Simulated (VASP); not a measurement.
The system is PtSe2.

```
Pt Se
1.0
     3.72865    0.00000    0.00000
    -1.86433    3.22911    0.00000
     0.00000    0.00000    5.27716
Pt Se
1 2
Direct
  0.00000 0.00000 0.00000
  0.33333 0.66667 0.24622
  0.66667 0.33333 0.75378
```

Base run:

* Program: VASP 6.6.1
* Functional: PBE
* Potentials or basis: VASP PAW PBE potentials, release 64 (Pt, Se)
* Cutoff: 520 eV
* k mesh: 12 × 12 × 6
* Occupations: fermi-dirac, width 0.02 eV
* Spin: no spin polarisation

Its results: band gap on the k mesh zero (band 11 reaches 6.19 eV, above the bottom of band 12 at 6.03 eV); pressure 3.8 GPa; largest force 0.173 eV/Å.

Problem. The run is repeated on the same cell with these changes: functional from PBE to r2SCAN. What comes out?

Solution. Band gap on the k mesh zero (band 11 reaches 5.95 eV, above the bottom of band 12 at 5.89 eV); pressure 1.4 GPa; largest force 0.019 eV/Å.

Caveats: spin-orbit coupling is left out, which moves the levels of the heavy elements; the PAW data sets were made with another functional, which shifts forces and pressure a little (some runs).
